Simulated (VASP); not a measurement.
# C (Fddd) in VASP: single point with LDA

Aim: the single point of C with LDA.

Program: VASP 6.6.1. These are calculated values, not measurements. Logs are shortened: lines on timing, memory, paths and dates and some standing lists are left out, and cuts for length are marked.

## (1) The cell of the first run

The typed cell holds 2 atoms: a = 2.624 Å, b = 2.444 Å, c = 2.439 Å, α = 65.00°, β = 57.59°, γ = 57.41°.

## (2) Single point, LDA

INCAR reads:

```
PREC = Accurate ; ENCUT = 910
EDIFF = 1E-6 ; ISMEAR = 0
SIGMA = 0.05 ; LREAL = False
LASPH = True ; NELM = 120
ALGO = Normal ; ISIF = 2
LWAVE = False ; LCHARG = False
GGA = CA ; NBANDS = 11
GGA_COMPAT = False
```

KPOINTS reads:

```
Automatic mesh
0
Gamma
  12 12 12
```

POSCAR reads:

```
C
1.0
    0.0000000000      1.8518513993      1.8584730372
    1.5869858833      0.0000000000      1.8584730372
    1.5869858833      1.8518513993      0.0000000000
C
2
Direct
    0.5000000000      0.5000000000      0.5000000000
    0.7500000000      0.7500000000      0.7500000000
```

Potentials or basis: VASP PAW LDA potentials, release 64 (C_h).

Run with:

```sh
$ cat potpaw_LDA.64/C_h/POTCAR > POTCAR
$ mpirun -np 1 vasp_std > vasp.out
```

OUTCAR:

```text
PREC = Accurate
   ENCUT = 910
   EDIFF = 1E-6
   ISMEAR = 0
   LREAL = False
   LASPH = True
   NELM = 120
   ISIF = 2
   GGA = CA

 ion  position               nearest neighbor table
   1  0.500  0.500  0.500-
   2  0.750  0.750  0.750-

  LATTYP: Found a face centered orthorhombic cell.
 ALAT       =     3.1739717666
 B/A-ratio  =     1.1668984701
 C/A-ratio  =     1.1710709319

  Lattice vectors:

 A1 = (   0.0000000000,   1.8518513993,   1.8584730372)
 A2 = (   1.5869858833,   0.0000000000,   1.8584730372)
 A3 = (   1.5869858833,   1.8518513993,   0.0000000000)

Analysis of symmetry for initial positions (statically):
=====================================================================
 Subroutine PRICEL returns:
 Original cell was already a primitive cell.

 Routine SETGRP: Setting up the symmetry group for a
 face centered orthorhombic supercell.

 Subroutine GETGRP returns: Found  8 space group operations
 (whereof  4 operations were pure point group operations)
 out of a pool of  8 trial point group operations.

The static configuration has the point symmetry D_2 .
 The point group associated with its full space group is D_2h.

Analysis of symmetry for dynamics (positions and initial velocities):
=====================================================================
 Subroutine PRICEL returns:
 Original cell was already a primitive cell.

 Routine SETGRP: Setting up the symmetry group for a
 face centered orthorhombic supercell.

 Subroutine GETGRP returns: Found  8 space group operations
 (whereof  4 operations were pure point group operations)
 out of a pool of  8 trial point group operations.

The dynamic configuration has the point symmetry D_2 .
 The point group associated with its full space group is D_2h.

 Subroutine INISYM returns: Found  8 space group operations
 (whereof  4 operations are pure point group operations),
 and found     1 'primitive' translations

----------------------------------------------------------------------------------------

                                     Primitive cell

  volume of cell :      10.9236

  direct lattice vectors                    reciprocal lattice vectors
     0.000000000  1.851851399  1.858473037    -0.315062664  0.270000066  0.269038070
     1.586985883  0.000000000  1.858473037     0.315062664 -0.270000066  0.269038070
     1.586985883  1.851851399  0.000000000     0.315062664  0.270000066 -0.269038070

  length of vectors
     2.623599748  2.443858880  2.438827136     0.494515926  0.494515926  0.494515926

  position of ions in fractional coordinates (direct lattice)
     0.500000000  0.500000000  0.500000000
     0.750000000  0.750000000  0.750000000

  ion indices of the primitive-cell ions
   primitive index   ion index
                 1           1
                 2           2

----------------------------------------------------------------------------------------

 KPOINTS: Automatic mesh

Automatic generation of k-mesh.
 Grid dimensions read from file:
 generate k-points for:   12   12   12

 Generating k-lattice:

  Cartesian coordinates                     Fractional coordinates (reciprocal lattice)
    -0.026255222  0.022500005  0.022419839     0.083333333  0.000000000  0.000000000
     0.026255222 -0.022500005  0.022419839     0.000000000  0.083333333  0.000000000
     0.026255222  0.022500005 -0.022419839     0.000000000  0.000000000  0.083333333

  Length of vectors
     0.041209661  0.041209661  0.041209661

  Shift w.r.t. Gamma in fractional coordinates (k-lattice)
     0.000000000  0.000000000  0.000000000

 Subroutine IBZKPT returns following result:
 ===========================================

 Found    280 irreducible k-points:

 Following reciprocal coordinates:
            Coordinates               Weight
  0.000000  0.000000  0.000000      1.000000
  0.083333  0.000000  0.000000      8.000000
  0.166667  0.000000  0.000000      8.000000
  0.250000 -0.000000 -0.000000      8.000000
  0.333333  0.000000 -0.000000      8.000000
  0.416667 -0.000000  0.000000      8.000000
[... 16 lines left out ...]
  0.500000  0.166667  0.000000      8.000000
 -0.416667  0.166667  0.000000      8.000000
 [... further k-points ...]
   k-points           NKPTS =    280   k-points in BZ     NKDIM =    280   number of bands    NBANDS=     11
   number of dos      NEDOS =    301   number of ions     NIONS =      2
   total plane-waves  NPLWV =  16128
   dimension x,y,z NGX =    28 NGY =   24 NGZ =   24
   dimension x,y,z NGXF=    56 NGYF=   48 NGZF=   48
   ions per type =               2
   NGX,Y,Z   is equivalent  to a cutoff of  17.74, 16.33, 16.36 a.u.
   NGXF,Y,Z  is equivalent  to a cutoff of  35.48, 32.65, 32.72 a.u.
 SYSTEM =  unknown system
   PREC   = accura    normal or accurate (medium, high low for compatibility)
   ISTART =      0    job   : 0-new  1-cont  2-samecut
   ICHARG =      2    charge: 1-file 2-atom 10-const
   ISPIN  =      1    spin polarized calculation?
   LNONCOLLINEAR =      F non collinear calculations
   LSORBIT =      F    spin-orbit coupling
   LASPH  =      T    aspherical Exc in radial PAW
   ENCUT  =  910.0 eV  66.88 Ry    8.18 a.u.   6.45  6.01  6.00*2*pi/ulx,y,z
   NELM   =    120;   NELMIN=  2; NELMDL= -5     # of ELM steps
   EDIFF  = 0.1E-05   stopping-criterion for ELM
   LREAL  =      F    real-space projection
   EDIFFG = 0.1E-04   stopping-criterion for IOM
   NSW    =      0    number of steps for IOM
   IBRION =     -1    ionic relax: 0-MD 1-quasi-New 2-CG
   NFREE  =      0    steps in history (QN), initial steepest desc. (CG)
   ISIF   =      2    stress and relaxation
   ISYM   =      2    0-nonsym 1-usesym 2-fastsym
   POTIM  = 0.5000    time-step for ionic-motion
   TEBEG  =    0.0;   TEEND  =   0.0 temperature during run
   PSTRESS=    0.0 pullay stress
   NELECT =       8.0000    total number of electrons
   NUPDOWN=      -1.0000    fix difference up-down
   EMIN   =  10.00;   EMAX   =-10.00  energy-range for DOS
   EFERMI =   0.00;   METHOD = LEGACY
   ISMEAR =     0;   SIGMA  =   0.05  broadening in eV -4-tet -1-fermi 0-gaus
   EFERMI_NEDOS =   21; number of points for ismear=-14 and -15
   IALGO  =     38    algorithm
   IMIX   =      4    mixing-type and parameters
     AMIX     =   0.40;   BMIX     =  1.00
     AMIX_MAG =   1.60;   BMIX_MAG =  1.00
  volume/ion in A,a.u.               =       5.46        36.86
  Fermi-wavevector in a.u.,A,eV,Ry     =   1.475649  2.788572 29.627222  2.177539
  Thomas-Fermi vector in A             =   2.590272
   LORBIT       =      0    0 simple, 1 ext, 2 COOP (PROOUT), +10 PAW based schemes
   GGA     = CA    functional components
   LHFCALC =     F    Hartree Fock is set to
   AEXX    =    0.0000 exact exchange contribution
   IVDW    =     0    specifies the selected vdW correction
   LEPSILON=     F    determine dielectric tensor
   LRPA    =     F    only Hartree local field effects (RPA)
 non-spin polarized calculation
 Gauss-broadening in eV      SIGMA  =   0.05
  energy-cutoff  :      910.00
  volume of cell :       10.92
 maximum number of plane-waves:       708
 NGX is ok and might be reduce to    28
   NGX = 13   NGY = 11   NGZ = 11

 number of electron       8.0000000 magnetization

 Free energy of the ion-electron system (eV)
  ---------------------------------------------------
  ext. energy  EPLUGINS =         0.00000000
  ---------------------------------------------------
  free energy    TOTEN  =       -19.78924037 eV

  energy without entropy =      -19.78924037  energy(sigma->0) =      -19.78924037

 E-fermi :  13.0720     XC(G=0): -13.8631

 val. band max:       12.8627329131   @ k =   0.0000   0.0000   0.0000
 cond. band min:      13.2646231122   @ k =   0.0000   0.4167   0.4167
 fundamental gap:      0.4018901990
 Fermi energy:        13.0719806001

 k-point     1 :       0.0000    0.0000    0.0000
  band No.  band energies     occupation
      1     -10.3226      2.00000
      2      10.7863      2.00000
      3      10.8616      2.00000
      4      12.8627      2.00000
      5      16.1209      0.00000
      6      18.0205      0.00000
      7      18.0641      0.00000
      8      25.6808      0.00000
      9      31.3009      0.00000
     10      34.5700      0.00000
     11      36.6529      0.00000

 k-point     2 :       0.0833    0.0000    0.0000
  band No.  band energies     occupation
      1     -10.1228      2.00000
      2       9.9613      2.00000
      3      10.4601      2.00000
      4      12.2509      2.00000
      5      16.4484      0.00000
      6      18.3911      0.00000
      7      18.7911      0.00000
      8      25.8103      0.00000
      9      31.6063      0.00000
     10      33.3810      0.00000
     11      35.0481      0.00000

 k-point     3 :       0.1667    0.0000    0.0000
  band No.  band energies     occupation
      1      -9.5254      2.00000
      2       7.7023      2.00000
      3       9.6304      2.00000
      4      11.3977      2.00000
      5      17.0925      0.00000
      6      19.0586      0.00000
      7      20.1421      0.00000
      8      26.1899      0.00000
      9      32.0051      0.00000
     10      32.6437      0.00000
     11      34.0714      0.00000

 k-point     4 :       0.2500   -0.0000   -0.0000
  band No.  band energies     occupation
      1      -8.5377      2.00000
      2       4.9044      2.00000
      3       8.7399      2.00000
      4      10.7197      2.00000
      5      17.6327      0.00000
      6      19.4642      0.00000
      7      21.4194      0.00000
      8      26.7432      0.00000
      9      31.8411      0.00000
     10      33.2547      0.00000
     11      34.6339      0.00000
[... 239 lines left out ...]
 k-point    22 :       0.4167    0.1667    0.0000
  band No.  band energies     occupation
      1      -6.2533      2.00000
      2       1.9558      2.00000
      3       6.1335      2.00000
      4       8.2606      2.00000
      5      19.2851      0.00000
      6      20.2938      0.00000
      7      24.5524      0.00000
      8      25.5106      0.00000
      9      31.9363      0.00000
     10      32.8620      0.00000
     11      38.6017      0.00000

 k-point    23 :       0.5000    0.1667    0.0000
  band No.  band energies     occupation
      1      -4.5659      2.00000
      2      -0.4324      2.00000
      3       5.4144      2.00000
      4       8.2882      2.00000
      5      19.6604      0.00000
      6      20.1924      0.00000
      7      24.5864      0.00000
      8      26.9192      0.00000
      9      31.3188      0.00000
     10      34.4243      0.00000
     11      39.2787      0.00000

 k-point    24 :      -0.4167    0.1667    0.0000
  band No.  band energies     occupation
      1      -3.6601      2.00000
      2      -1.4941      2.00000
      3       5.0132      2.00000
      4       8.5934      2.00000
      5      19.8732      0.00000
      6      20.1876      0.00000
      7      24.2505      0.00000
      8      27.0471      0.00000
      9      31.7429      0.00000
     10      35.6488      0.00000
     11      37.5503      0.00000

 [... further k-points ...]
[... 5 lines left out ...]
  --------------------------------------------------------------------------------------
  -------------------------------------------------------------------------------------
  Total        6.0414236     -2.3859386     -2.6934052      0.0000000      0.0000000      0.0000000
  in kB      886.1034163   -349.9486971   -395.0452242      0.0000000      0.0000000      0.0000000
  external PRESSURE =      47.0364983 kB  Pullay stress =       0.0000000 kB

 VOLUME and BASIS-vectors are now :
 -----------------------------------------------------------------------------
  energy-cutoff  :      910.00
  volume of cell :       10.92
      direct lattice vectors                 reciprocal lattice vectors
     0.000000000  1.851851399  1.858473037    -0.315062664  0.270000066  0.269038070
     1.586985883  0.000000000  1.858473037     0.315062664 -0.270000066  0.269038070
     1.586985883  1.851851399  0.000000000     0.315062664  0.270000066 -0.269038070

 POSITION                                       TOTAL-FORCE (eV/Angst)
 -----------------------------------------------------------------------------------
      1.58699      1.85185      1.85847         0.000000     -0.000000      0.000000
      2.38048      2.77778      2.78771        -0.000000      0.000000     -0.000000
 -----------------------------------------------------------------------------------
    total drift:                                0.000000      0.000000      0.000000

  FREE ENERGIE OF THE ION-ELECTRON SYSTEM (eV)
  ---------------------------------------------------
  free  energy   TOTEN  =       -19.7892403694 eV

  energy  without entropy=      -19.7892403694  energy(sigma->0) =      -19.78924037
```

It took 46 s on 1 thread of AMD EPYC 7R13 (Zen 3), shared host; peak memory 0.14 GiB.

What came out:

```yaml
Free_energy: -19.7892 eV
Pressure: 4.7 GPa
Band_gap_on_the_k_mesh: 0.40 eV (least direct gap 3.26 eV)
```

Stress tensor (GPa, compression positive):
```
 88.61   0.00   0.00
  0.00 -34.99   0.00
  0.00   0.00 -39.50
```

Caveat: the cell differs from its parent crystal (strain +e along x and -e along y -0.0750, strain +e along z and -e/2 along x and y +0.0525); the cutoff is under 1.25 times the usual one of these potentials, so pressure, stress and relaxed cells hold a basis-set (Pulay) error; the cell stands under pressure. A k mesh can miss the band edges.
